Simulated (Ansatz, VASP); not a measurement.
Two plane-wave programs on Mg

```
Mg
1.0
     0.00000    2.21788    2.21788
     2.21788    0.00000    2.21788
     2.21788    2.21788    0.00000
Mg
1
Direct
  0.00000 0.00000 0.00000
```

Alike in both runs: task single point; functional BLYP; k mesh 13 × 13 × 13; occupations fermi-dirac, width 0.1 eV; no spin polarisation.

|  | VASP | Ansatz |
| --- | --- | --- |
| version | VASP 6.6.1 | Ansatz 0.2.0 |
| potentials or method | VASP PAW PBE potentials, release 64 (Mg), cutoff 520 eV | plane waves (420 eV) with PAW, scalar-relativistic |
| valence electrons in the cell | 2 | 10 |

|  | VASP | Ansatz | Ansatz less VASP |
| --- | --- | --- | --- |
| pressure (GPa) | 3.0 | 3.0 | +0.03 |

VASP's potentials were made for PBE, not for BLYP. The functional is the same, so the differences come from potentials, cutoffs and numerics. VASP's potentials hold 2 valence electrons a cell and Ansatz's 10, so a difference there can come from the potentials and not from the codes.
